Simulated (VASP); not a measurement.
# Ta (Fm-3m) in VASP: notebook, part 2 of 2

VASP 6.6.1.

**3. Single point, LDA, non-collinear spin, zero start, spin-orbit coupling**

INCAR reads:

```
SYSTEM = Ta
PREC     = Accurate       ! precision mode
ENCUT    = 520            ! plane-wave cutoff, eV
EDIFF    = 1E-6           ! SCF threshold, eV
ISMEAR   = -1             ! smearing method
SIGMA    = 0.05           ! smearing width, eV
LREAL    = .FALSE.        ! projectors in reciprocal space
LASPH    = .TRUE.         ! aspherical terms in the spheres
NELM     = 150            ! most SCF steps
ALGO     = Normal         ! electronic algorithm
ISIF     = 2              ! what is computed and relaxed
LWAVE    = .FALSE.        ! write WAVECAR
LCHARG   = .TRUE.         ! write CHGCAR
MAGMOM   = 0 0 0          ! initial moments
LORBIT   = 11             ! projections on sites
LSORBIT  = .TRUE.         ! spin-orbit coupling
GGA_COMPAT= .FALSE.      
LORBMOM  = .TRUE.       
LMAXMIX  = 4              ! l up to which the mixer works
GGA      = CA             ! functional
LVHAR    = .TRUE.       
NBANDS   = 22             ! bands
```

KPOINTS reads:

```
Automatic mesh
0
G
  17 17 17
  0 0 0
```

POSCAR reads:

```
Ta
1.0
    0.0000000000      2.0692286404      2.0692286404
    2.0692286404      0.0000000000      2.0692286404
    2.0692286404      2.0692286404      0.0000000000
Ta
1
Direct
    0.0000000000      0.0000000000      0.0000000000
```

Potentials or basis: VASP PAW LDA potentials, release 64 (Ta_pv).

Launch:

```sh
cat potpaw_LDA.64/Ta_pv/POTCAR > POTCAR
mpirun -np 1 vasp_ncl > vasp.out
```

OUTCAR:

```text
SYSTEM = Ta
   PREC = Accurate
   ENCUT = 520
   EDIFF = 1E-6
   ISMEAR = -1
   LREAL = .FALSE.
   LASPH = .TRUE.
   NELM = 150
   ISIF = 2
   LORBIT = 11
   LSORBIT = .TRUE.
   GGA = CA

 ion  position               nearest neighbor table
   1  0.000  0.000  0.000-

  LATTYP: Found a face centered cubic cell.
 ALAT       =     4.1384572808

  Lattice vectors:

 A1 = (   0.0000000000,   2.0692286404,   2.0692286404)
 A2 = (   2.0692286404,   0.0000000000,   2.0692286404)
 A3 = (   2.0692286404,   2.0692286404,   0.0000000000)

Analysis of symmetry for initial positions (statically):
=====================================================================
 Subroutine PRICEL returns:
 Original cell was already a primitive cell.

 Routine SETGRP: Setting up the symmetry group for a
 face centered cubic supercell.

 Subroutine GETGRP returns: Found 48 space group operations
 (whereof 48 operations were pure point group operations)
 out of a pool of 48 trial point group operations.

The static configuration has the point symmetry O_h .

Analysis of symmetry for dynamics (positions and initial velocities):
=====================================================================
 Subroutine PRICEL returns:
 Original cell was already a primitive cell.

 Routine SETGRP: Setting up the symmetry group for a
 face centered cubic supercell.

 Subroutine GETGRP returns: Found 48 space group operations
 (whereof 48 operations were pure point group operations)
 out of a pool of 48 trial point group operations.

The dynamic configuration has the point symmetry O_h .

Analysis of structural, dynamic, and magnetic symmetry:
=====================================================================
 Subroutine PRICEL returns:
 Original cell was already a primitive cell.
[... 771 lines left out ...]
  -------------------------------------------------------------------------------------
  Total        0.0782969      0.0782969      0.0782969      0.0000000     -0.0000000      0.0000000
  in kB        7.0794501      7.0794501      7.0794501      0.0000000     -0.0000000      0.0000000
  external PRESSURE =       7.0794501 kB  Pullay stress =       0.0000000 kB

 VOLUME and BASIS-vectors are now :
 -----------------------------------------------------------------------------
  energy-cutoff  :      520.00
  volume of cell :       17.72
      direct lattice vectors                 reciprocal lattice vectors
     0.000000000  2.069228640  2.069228640    -0.241635936  0.241635936  0.241635936
     2.069228640  0.000000000  2.069228640     0.241635936 -0.241635936  0.241635936
     2.069228640  2.069228640  0.000000000     0.241635936  0.241635936 -0.241635936

 POSITION                                       TOTAL-FORCE (eV/Angst)
 -----------------------------------------------------------------------------------
      0.00000      0.00000      0.00000        -0.000000      0.000000      0.000000
 -----------------------------------------------------------------------------------
    total drift:                               -0.000000      0.000000      0.000000

  FREE ENERGIE OF THE ION-ELECTRON SYSTEM (eV)
  ---------------------------------------------------
  free  energy   TOTEN  =       -13.2846246046 eV

  energy  without entropy=      -13.2745718212  energy(sigma->0) =      -13.27959821

 orbital moment (x)

 # of ion     p       d       tot
 ----------------------------------------
  1         0.000  -0.000  -0.000
 ----------------------------------------
            0.000  -0.000  -0.000

 orbital moment (y)

 # of ion     p       d       tot
 ----------------------------------------
  1         0.000  -0.000  -0.000
 ----------------------------------------
            0.000  -0.000  -0.000

 orbital moment (z)

 # of ion     p       d       tot
 ----------------------------------------
  1         0.000   0.000   0.000
 ----------------------------------------
            0.000   0.000   0.000

 Spin-Orbit-Coupling matrix elements

 Ion:    1  E_soc:     -1.4690265
 l=   1
     0.0000000    -0.2199380    -0.2199380
    -0.2199380     0.0000000    -0.2199380
    -0.2199380    -0.2199380     0.0000000
 l=   2
     0.0000000    -0.0059980     0.0000000    -0.0059980    -0.0189017
    -0.0059980     0.0000000    -0.0141763    -0.0059980    -0.0047254
     0.0000000    -0.0141763     0.0000000    -0.0141763     0.0000000
    -0.0059980    -0.0059980    -0.0141763     0.0000000    -0.0047254
    -0.0189017    -0.0047254     0.0000000    -0.0047254     0.0000000
 l=   3
     0.0000000     0.0000000     0.0000000     0.0000000     0.0000000     0.0000000     0.0000000
     0.0000000     0.0000000     0.0000000     0.0000000     0.0000000     0.0000000     0.0000000
     0.0000000     0.0000000     0.0000000     0.0000000     0.0000000     0.0000000     0.0000000
     0.0000000     0.0000000     0.0000000     0.0000000     0.0000000     0.0000000     0.0000000
     0.0000000     0.0000000     0.0000000     0.0000000     0.0000000     0.0000000     0.0000000
     0.0000000     0.0000000     0.0000000     0.0000000     0.0000000     0.0000000     0.0000000
     0.0000000     0.0000000     0.0000000     0.0000000     0.0000000     0.0000000     0.0000000

 total charge

# of ion       s       p       d       tot
------------------------------------------
    1        0.388   6.179   2.414   8.981

 magnetization (x)

# of ion       s       p       d       tot
------------------------------------------
    1        0.000  -0.000   0.000   0.000

 magnetization (y)

# of ion       s       p       d       tot
------------------------------------------
    1       -0.000   0.000  -0.000  -0.000

 magnetization (z)

# of ion       s       p       d       tot
------------------------------------------
    1        0.000  -0.000   0.000   0.000
```

stdout:

```text
POSCAR found type information on POSCAR Ta
 POSCAR found :  1 types and       1 ions
 scaLAPACK will be used
 LDA part: xc-table for (Slater(with rela. corr.)+CA(PZ))
 , standard interpolation
 POSCAR, INCAR and KPOINTS ok, starting setup
 FFT: planning ... GRIDC
 FFT: planning ... GRID_SOFT
 FFT: planning ... GRID
 WAVECAR not read
 entering main loop
```

Run time: 2.1 min. Hardware: 1 thread of Intel Xeon Platinum 8375C at 2.90GHz (Ice Lake), shared host; peak memory 0.23 GiB.

What came out:

```yaml
Free_energy: -13.2846 eV
Pressure: 0.7 GPa
Net_moment: 0.00 μB per cell
Valence_electrons_inside_the_program's_atomic_spheres: Ta 8.98
```

Moments on the atoms (μB; x, y, z):
```
Ta  0.00 0.00 0.00
```
